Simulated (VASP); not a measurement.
Here is a VASP 6.6.1 calculation.

The input INCAR:

```
SYSTEM = Bi
ALGO = Normal
DIPOL = 0.5 0.5 0.500
EDIFF = 1E-6
ENCUT = 520
GGA = PE
IDIPOL = 3
ISIF = 2
ISMEAR = 0
LASPH = .TRUE.
LCHARG = .FALSE.
LDIPOL = .TRUE.
LREAL = .FALSE.
LWAVE = .FALSE.
NBANDS = 22
NELM = 60
PREC = Accurate
SIGMA = 0.02
```

KPOINTS

```
k-points
0
G
  9 9 1
  0 0 0
```

Contents of POSCAR:

```
Bi
1.0
    4.2790000000      0.0000000000      0.0000000000
   -2.1395000000      3.7057227028      0.0000000000
    0.0000000000      0.0000000000     28.0000000000
Bi
2
Direct
    0.3333333333      0.6666666667      0.5066071429
    0.6666666667      0.3333333333      0.4933928571
```

Potentials or basis: VASP PAW PBE potentials, release 64 (Bi_d).

Run with:

```bash
$ cat potpaw_PBE.64/Bi_d/POTCAR > POTCAR
$ mpirun -np 1 vasp_std > vasp.out
```

(1) Estimate the largest force.

(2) Predict the band gap on the k mesh.

Results:

(1) 2.991 eV/Å.

(2) zero (bands 15 and 16 overlap by 0.47 eV).

Caveat: spin-orbit coupling is left out, which moves the levels of the heavy elements.
